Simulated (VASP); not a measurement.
# SnTe (Fm-3m) in VASP: a series of runs

The runs below take SnTe through single point, with PBE+D3(BJ), r2SCAN+D3(BJ), PBE0.

Program: VASP 6.6.1. These are calculated values, not measurements. Logs are shortened: lines on timing, memory, paths and dates and some standing lists are left out, and cuts for length are marked.

### Step 1. The cell of the first run

It takes space group Fm-3m (No. 225, cubic). The conventional cell has a = 6.307 Å, b = 6.307 Å, c = 6.307 Å, α = 90.00°, β = 90.00°, γ = 90.00°. Te (site symmetry m-3m) has 6 Sn at 3.15 Å within 4.1 Å. Within 4.1 Å of Sn (site symmetry m-3m) lie 6 Te at 3.15 Å.

### Step 2. Single point, PBE+D3(BJ)

The input, INCAR:

```
SYSTEM = SnTe
  PREC = Accurate
  ENCUT = 520
  EDIFF = 1E-7
  ISMEAR = -1
  SIGMA = 0.05
  LREAL = .False.
  LASPH = .True.
  NELM = 80
  ALGO = Normal
  ISIF = 2
  LWAVE = .False.
  LCHARG = .True.
  GGA = PE
  IVDW = 12
  LELF = .True.
  LVHAR = .True.
  NBANDS = 17
```

The input, KPOINTS:

```
regular mesh
0
Gamma
  7 7 7
  0 0 0
```

The input, POSCAR:

```
SnTe
1.0
    0.0000000000      3.1536812086      3.1536812086
    3.1536812086      0.0000000000      3.1536812086
    3.1536812086      3.1536812086      0.0000000000
Te Sn
1 1
Direct
    0.5000000000      0.5000000000      0.5000000000
    0.0000000000      0.0000000000      0.0000000000
```

Potentials or basis: VASP PAW PBE potentials, release 64 (Te, Sn_d).

The run is started by

```console
cat potpaw_PBE.64/Te/POTCAR potpaw_PBE.64/Sn_d/POTCAR > POTCAR
mpirun -np 1 vasp_std > vasp.out
```

OUTCAR:

```text
SYSTEM = SnTe
   PREC = Accurate
   ENCUT = 520
   EDIFF = 1E-7
   ISMEAR = -1
   LREAL = .False.
   LASPH = .True.
   NELM = 80
   ISIF = 2
   GGA = PE
   IVDW = 12
 IVDW          = 12

 ion  position               nearest neighbor table
   1  0.500  0.500  0.500-   2 3.15   2 3.15   2 3.15   2 3.15   2 3.15   2 3.15
   2  0.000  0.000  0.000-   1 3.15   1 3.15   1 3.15   1 3.15   1 3.15   1 3.15

  LATTYP: Found a face centered cubic cell.
 ALAT       =     6.3073624172

  Lattice vectors:

 A1 = (   0.0000000000,   3.1536812086,   3.1536812086)
 A2 = (   3.1536812086,   0.0000000000,   3.1536812086)
 A3 = (   3.1536812086,   3.1536812086,   0.0000000000)

Analysis of symmetry for initial positions (statically):
=====================================================================
 Subroutine PRICEL returns:
 Original cell was already a primitive cell.

 Routine SETGRP: Setting up the symmetry group for a
 face centered cubic supercell.

 Subroutine GETGRP returns: Found 48 space group operations
 (whereof 48 operations were pure point group operations)
 out of a pool of 48 trial point group operations.

The static configuration has the point symmetry O_h .

Analysis of symmetry for dynamics (positions and initial velocities):
=====================================================================
 Subroutine PRICEL returns:
 Original cell was already a primitive cell.

 Routine SETGRP: Setting up the symmetry group for a
 face centered cubic supercell.

 Subroutine GETGRP returns: Found 48 space group operations
 (whereof 48 operations were pure point group operations)
 out of a pool of 48 trial point group operations.

The dynamic configuration has the point symmetry O_h .

 Subroutine INISYM returns: Found 48 space group operations
 (whereof 48 operations are pure point group operations),
 and found     1 'primitive' translations

----------------------------------------------------------------------------------------

                                     Primitive cell

  volume of cell :      62.7312

  direct lattice vectors                    reciprocal lattice vectors
     0.000000000  3.153681209  3.153681209    -0.158544877  0.158544877  0.158544877
     3.153681209  0.000000000  3.153681209     0.158544877 -0.158544877  0.158544877
     3.153681209  3.153681209  0.000000000     0.158544877  0.158544877 -0.158544877

  length of vectors
[... 74 lines left out ...]
   LASPH  =      T    aspherical Exc in radial PAW
   ENCUT  =  520.0 eV  38.22 Ry    6.18 a.u.   8.29  8.29  8.29*2*pi/ulx,y,z
   NELM   =     80;   NELMIN=  2; NELMDL= -5     # of ELM steps
   EDIFF  = 0.1E-06   stopping-criterion for ELM
   LREAL  =      F    real-space projection
   EDIFFG = 0.1E-05   stopping-criterion for IOM
   NSW    =      0    number of steps for IOM
   IBRION =     -1    ionic relax: 0-MD 1-quasi-New 2-CG
   NFREE  =      0    steps in history (QN), initial steepest desc. (CG)
   ISIF   =      2    stress and relaxation
   ISYM   =      2    0-nonsym 1-usesym 2-fastsym
   POTIM  = 0.5000    time-step for ionic-motion
   TEBEG  =    0.0;   TEEND  =   0.0 temperature during run
   PSTRESS=    0.0 pullay stress
   NELECT =      20.0000    total number of electrons
   NUPDOWN=      -1.0000    fix difference up-down
   EMIN   =  10.00;   EMAX   =-10.00  energy-range for DOS
   EFERMI =   0.00;   METHOD = LEGACY
   ISMEAR =    -1;   SIGMA  =   0.05  broadening in eV -4-tet -1-fermi 0-gaus
   EFERMI_NEDOS =   21; number of points for ismear=-14 and -15
   IALGO  =     38    algorithm
   IMIX   =      4    mixing-type and parameters
     AMIX     =   0.40;   BMIX     =  1.00
     AMIX_MAG =   1.60;   BMIX_MAG =  1.00
  volume/ion in A,a.u.               =      31.37       211.67
  Fermi-wavevector in a.u.,A,eV,Ry     =   1.118383  2.113437 17.017888  1.250779
  Thomas-Fermi vector in A             =   2.255013
   LORBIT       =      0    0 simple, 1 ext, 2 COOP (PROOUT), +10 PAW based schemes
   GGA     = PE    functional components
   LHFCALC =     F    Hartree Fock is set to
   AEXX    =    0.0000 exact exchange contribution
   IVDW    =    12    specifies the selected vdW correction
   LEPSILON=     F    determine dielectric tensor
   LRPA    =     F    only Hartree local field effects (RPA)
 non-spin polarized calculation
  energy-cutoff  :      520.00
  volume of cell :       62.73
 maximum number of plane-waves:      1716
 NGX is ok and might be reduce to    36
   NGX = 17   NGY = 17   NGZ = 17

 number of electron      19.9999999 magnetization

 Free energy of the ion-electron system (eV)
  ---------------------------------------------------
  ext. energy  EPLUGINS =         0.00000000
  ---------------------------------------------------
  free energy    TOTEN  =        -7.54958199 eV

  energy without entropy =       -7.54951031  energy(sigma->0) =       -7.54954615

 E-fermi :   6.9950     XC(G=0):  -9.4847

 val. band max:        6.6779723619   @ k =   0.4286   0.0000   0.0000
 cond. band min:       7.3390058828   @ k =   0.4286   0.0000   0.0000
 fundamental gap:      0.6610335209
 Fermi energy:         6.9949706645

 k-point     1 :       0.0000    0.0000    0.0000
  band No.  band energies     occupation
      1     -14.9794      2.00000
      2     -14.9794      2.00000
      3     -14.9736      2.00000
      4     -14.9736      2.00000
      5     -14.9736      2.00000
      6      -5.8646      2.00000
[... 377 lines left out ...]
      4     -14.9686      2.00000
      5     -14.9635      2.00000
      6      -4.2379      2.00000
[... 9 lines left out ...]
     16      16.7149      0.00000
     17      17.3350      0.00000

------------------------ aborting loop because EDIFF is reached ----------------------------------------

 Edisp (eV)   -0.79959

 E8    (eV) :    -0.3769

  FORCE on cell =-STRESS in cart. coord.  units (eV):
  Direction    XX          YY          ZZ          XY          YZ          ZX
  --------------------------------------------------------------------------------------
  -------------------------------------------------------------------------------------
  Total      -0.01831    -0.01831    -0.01831     0.00000     0.00000    -0.00000
  in kB      -0.46776    -0.46776    -0.46776     0.00000     0.00000    -0.00000
  external pressure =       -0.47 kB  Pullay stress =        0.00 kB

 VOLUME and BASIS-vectors are now :
 -----------------------------------------------------------------------------
  energy-cutoff  :      520.00
  volume of cell :       62.73
      direct lattice vectors                 reciprocal lattice vectors
     0.000000000  3.153681209  3.153681209    -0.158544877  0.158544877  0.158544877
     3.153681209  0.000000000  3.153681209     0.158544877 -0.158544877  0.158544877
     3.153681209  3.153681209  0.000000000     0.158544877  0.158544877 -0.158544877

 POSITION                                       TOTAL-FORCE (eV/Angst)
 -----------------------------------------------------------------------------------
      3.15368      3.15368      3.15368        -0.000000     -0.000000     -0.000000
      0.00000      0.00000      0.00000         0.000000      0.000000      0.000000
 -----------------------------------------------------------------------------------
    total drift:                               -0.000000      0.000000      0.000000

  FREE ENERGIE OF THE ION-ELECTRON SYSTEM (eV)
  ---------------------------------------------------
  free  energy   TOTEN  =        -8.3491733257 eV

  energy  without entropy=       -8.3491016391  energy(sigma->0) =       -8.34913748
```

OSZICAR:

```text
N       E                     dE             d eps       ncg     rms          rms(c)
DAV:   1     0.123675064858E+03    0.12368E+03   -0.94782E+03   680   0.133E+03
DAV:   2     0.415553951983E+01   -0.11952E+03   -0.11658E+03   713   0.336E+02
DAV:   3    -0.727532434580E+01   -0.11431E+02   -0.11350E+02   839   0.902E+01
DAV:   4    -0.758665189679E+01   -0.31133E+00   -0.31114E+00   797   0.152E+01
DAV:   5    -0.759906261032E+01   -0.12411E-01   -0.12410E-01  1003   0.300E+00    0.471E+00
DAV:   6    -0.754779045970E+01    0.51272E-01   -0.12033E-01   904   0.231E+00    0.298E+00
DAV:   7    -0.754932376971E+01   -0.15333E-02   -0.50999E-02   777   0.109E+00    0.792E-01
DAV:   8    -0.754946565689E+01   -0.14189E-03   -0.72386E-03   877   0.670E-01    0.179E-01
DAV:   9    -0.754959258171E+01   -0.12692E-03   -0.65926E-04   954   0.246E-01    0.354E-02
DAV:  10    -0.754957811080E+01    0.14471E-04   -0.11240E-04   901   0.909E-02    0.161E-02
DAV:  11    -0.754958308855E+01   -0.49777E-05   -0.44387E-05   837   0.523E-02    0.277E-02
DAV:  12    -0.754958263431E+01    0.45424E-06   -0.30467E-06   815   0.127E-02    0.153E-02
DAV:  13    -0.754958223640E+01    0.39791E-06   -0.27181E-07   768   0.342E-03    0.750E-03
DAV:  14    -0.754958200096E+01    0.23543E-06   -0.52541E-07   864   0.775E-03    0.800E-04
DAV:  15    -0.754958199231E+01    0.86516E-08   -0.53519E-08   378   0.153E-03
   1 F= -.83491733E+01 E0= -.83491375E+01  d E =-.716866E-04
```

It took 15 s on 1 thread of Intel Xeon 6975P-C (Granite Rapids), shared host; peak memory 0.21 GiB.

Results:

```
Free energy                : -8.3492 eV
Pressure                   : 0.0 GPa
Dispersion energy per atom : -0.400 eV
```

Caveat: this odd mesh misses L, where the gap lies, so gap, dielectric constants and Born charges aren't listed; spin-orbit coupling is left out, which moves the levels of the heavy elements.

### Step 3. Single point, r2SCAN+D3(BJ)

This run uses another cell than the first one, of 31.65 Å³/atom, 1.009 times its volume.

The input, POSCAR:

```
SnTe
1.0
    0.0000000000      3.1630537615      3.1630537615
    3.1630537615      0.0000000000      3.1630537615
    3.1630537615      3.1630537615      0.0000000000
Te Sn
1 1
Direct
    0.5000000000      0.5000000000      0.5000000000
    0.0000000000      0.0000000000      0.0000000000
```

The input, INCAR.step1:

```
SYSTEM = SnTe
PREC = Accurate
ENCUT = 520
ISMEAR = -1
SIGMA = 0.05
LREAL = .False.
LASPH = .True.
NELM = 100
NBANDS = 17
GGA = PE
ALGO = Normal
EDIFF = 1E-4
LWAVE = .True.
LCHARG = .False.
```

The input, INCAR.step2:

```
SYSTEM = SnTe
PREC = Accurate
ENCUT = 520
EDIFF = 1E-6
ISMEAR = -1
SIGMA = 0.05
LREAL = .False.
LASPH = .True.
NELM = 100
ALGO = Normal
ISIF = 2
LWAVE = .False.
LCHARG = .False.
METAGGA = R2SCAN
LMIXTAU = .True.
IVDW = 12
VDW_S6 = 1.0
VDW_S8 = 0.78981345
VDW_A1 = 0.49484001
VDW_A2 = 5.73083694
NBANDS = 17
ISTART = 1
```

KPOINTS is that of step 2.

Potentials or basis: VASP PAW PBE potentials, release 64 (Te, Sn_d).

The run is started by

```console
cat potpaw_PBE.64/Te/POTCAR potpaw_PBE.64/Sn_d/POTCAR > POTCAR
cp INCAR.step1 INCAR
mpirun -np 1 vasp_std > vasp.out
cp INCAR.step2 INCAR
mpirun -np 1 vasp_std > vasp.out
```

Run time: 38 s. Hardware: 1 thread of Intel Xeon 6975P-C (Granite Rapids), shared host; peak memory 0.22 GiB.

It converged, with:

```yaml
Free_energy: -51.0565 eV
Pressure: 0.0 GPa
Dispersion_energy_per_atom: -0.185 eV
```

Levels at points of the mesh, in eV from the Fermi level:
```tsv
k point	band 6	band 7	band 8	band 9	band 10	band 11	band 12	band 13	band 14	band 15
(0.00, 0.00, 0.00)	-13.48	-4.85	-2.52	-2.52	-2.52	3.35	3.35	3.35	4.92	4.92
```

Caveat: this odd mesh misses L, where the gap lies, so gap, dielectric constants and Born charges aren't listed; the PAW data sets were made with another functional, which shifts forces and pressure a little; spin-orbit coupling is left out, which moves the levels of the heavy elements.

### Step 4. Single point, PBE0

This run uses another cell than the first one, of 32.53 Å³/atom, 1.037 times its volume.

The input, POSCAR:

```
SnTe
1.0
    0.0000000000      3.1923133075      3.1923133075
    3.1923133075      0.0000000000      3.1923133075
    3.1923133075      3.1923133075      0.0000000000
Te Sn
1 1
Direct
    0.5000000000      0.5000000000      0.5000000000
    0.0000000000      0.0000000000      0.0000000000
```

The input, INCAR.step1:

```
ALGO     = Normal         # electronic algorithm
EDIFF    = 1E-5           # SCF threshold, eV
ENCUT    = 520            # plane-wave cutoff, eV
GGA      = PE             # functional
ISIF     = 2              # what is computed and relaxed
ISMEAR   = -1             # smearing method
LASPH    = True           # aspherical terms in the spheres
LCHARG   = False          # write CHGCAR
LREAL    = False          # projectors in reciprocal space
LWAVE    = True           # write WAVECAR
NBANDS   = 17             # bands
NELM     = 100            # most SCF steps
PREC     = Accurate       # precision mode
SIGMA    = 0.05           # smearing width, eV
```

The input, INCAR.step2:

```
AEXX     = 0.25           # exact-exchange fraction
ALGO     = Normal         # electronic algorithm
EDIFF    = 1E-6           # SCF threshold, eV
ENCUT    = 520            # plane-wave cutoff, eV
GGA      = PE             # functional
ISIF     = 2              # what is computed and relaxed
ISMEAR   = -1             # smearing method
ISTART   = 1            
LASPH    = True           # aspherical terms in the spheres
LCHARG   = False          # write CHGCAR
LHFCALC  = True           # exact exchange
LREAL    = False          # projectors in reciprocal space
LWAVE    = False          # write WAVECAR
NBANDS   = 17             # bands
NELM     = 100            # most SCF steps
PREC     = Accurate       # precision mode
PRECFOCK = Normal       
SIGMA    = 0.05           # smearing width, eV
```

The input, KPOINTS:

```
k-points
0
Gamma
  4 4 4
```

The run is started by

```console
cat potpaw_PBE.64/Te/POTCAR potpaw_PBE.64/Sn_d/POTCAR > POTCAR
cp INCAR.step1 INCAR
mpirun -np 1 vasp_std > vasp.out
cp INCAR.step2 INCAR
mpirun -np 1 vasp_std > vasp.out
```

Run time: 10 min. Hardware: 1 thread of Intel Xeon Platinum 8488C (Sapphire Rapids), shared host; peak memory 0.22 GiB.

Results (log left out):

```yaml
Free_energy: -10.0439 eV
Pressure: -0.7 GPa
Band_gap_on_the_k_mesh: 0.85 eV, direct
```

Levels at points of the mesh, in eV from the valence-band top:
| k point | band 8 | band 9 | band 10 | band 11 | band 12 | band 13 |
| --- | --- | --- | --- | --- | --- | --- |
| (0.00, 0.00, 0.00) | -2.46 | -2.46 | -2.46 | 4.51 | 4.51 | 4.51 |
| (0.50, 0.00, 0.00) | -2.10 | -2.10 | 0.00 | 0.85 | 1.27 | 1.27 |
| (0.50, 0.50, 0.00) | -6.16 | -4.17 | -4.17 | 3.23 | 6.13 | 6.13 |

Caveat: the k points lie up to 0.43 Å⁻¹ apart; the PAW data sets were made with another functional, which shifts forces and pressure a little; spin-orbit coupling is left out, which moves the levels of the heavy elements. A k mesh can miss the band edges.

### Step 5. Summary

| level | cell | k mesh | grid for exact exchange (PRECFOCK) | pressure (GPa) |
| --- | --- | --- | --- | --- |
| PBE+D3(BJ) | a = 4.460 Å, angles 60.0°, 2 atoms | 7 × 7 × 7 | - | 0.0 |
| r2SCAN+D3(BJ) | a = 4.473 Å, angles 60.0°, 2 atoms | 7 × 7 × 7 | - | 0.0 |
| PBE0 | a = 4.515 Å, angles 60.0°, 2 atoms | 4 × 4 × 4 | Normal | -0.7 |

Alike in all rows: task single point; potentials or basis VASP PAW PBE potentials, release 64 (Te, Sn_d); no spin polarisation; cutoff (eV) 520; smearing fermi-dirac 0.05 eV.

Caveats: some runs use coarse meshes; spin-orbit coupling is left out, which moves the levels of the heavy elements; the PAW data sets were made with another functional, which shifts forces and pressure a little (some runs).

Absolute energies hang on the potentials; compare differences alone.
